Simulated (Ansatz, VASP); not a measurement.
**One calculation of ZnS, two programs**

```xyz
6
Lattice="6.0502 0.0000 0.0000 -3.0251 5.2396 0.0000 0.0000 0.0000 3.3930" Properties=species:S:1:pos:R:3 pbc="T T T"
Zn    3.0251    0.0000    0.0000
Zn    1.5125    2.6198    0.0000
Zn   -1.5125    2.6198    0.0000
S     0.0000    0.0000    0.0000
S     0.0000    3.4931    1.6965
S     3.0251    1.7465    1.6965
```

Alike in both runs: functional r2SCAN; k mesh 6 × 6 × 12; occupations gaussian, width 0.1 eV; no spin polarisation.

Ansatz relaxed the structure, and its values are those at the end. VASP's run is a single point on that final structure, the one shown.

|  | VASP | Ansatz |
| --- | --- | --- |
| version | VASP 6.6.1 | Ansatz 0.2.0 |
| potentials or method | VASP PAW PBE potentials, release 64 (Zn, S), cutoff 520 eV | scalar-relativistic, plane waves, PAW |
| valence electrons in the cell | 54 | 54 |

```tsv
	VASP	Ansatz	Ansatz less VASP
gap on the k mesh at the Fermi level (eV)	none	none	-
pressure (GPa)	0.2	0.0	-0.16
```

VASP's potentials were made for PBE, not for r2SCAN. A gap of «none» marks a metal or a gap that the smearing closes. The functional is the same, so the differences come from potentials, cutoffs and numerics.
